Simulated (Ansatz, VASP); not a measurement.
## Pb: VASP beside Ansatz

```
CELL_PARAMETERS angstrom
0.00000 2.37101 2.66738
2.37101 0.00000 2.66738
2.37101 2.37101 0.00000
ATOMIC_POSITIONS crystal
Pb 0.00000 0.00000 0.00000
```

Change from the starting cell: strain -0.040 along x and y, +0.080 along z, atoms carried along.

Alike in both runs: task single point; functional PBE; k mesh 16 × 16 × 16; occupations gaussian, width 0.15 eV; no spin polarisation.

|  | VASP | Ansatz |
| --- | --- | --- |
| version | VASP 6.6.1 | Ansatz 0.2.0 |
| potentials or method | VASP PAW PBE potentials, release 64 (Pb_d), cutoff 520 eV | scalar-relativistic, plane waves, PAW |
| valence electrons in the cell | 14 | 14 |

|  | VASP | Ansatz | Ansatz less VASP |
| --- | --- | --- | --- |
| gap on the k mesh at the Fermi level (eV) | none | none | - |
| pressure (GPa) | 3.1 | 3.2 | +0.07 |
| traceless stress, the component that is largest in VASP (GPa) | -1.57 | -1.57 | 0.000 |

A gap of «none» marks a metal or a gap that the smearing closes.

Spin-orbit coupling is off throughout.
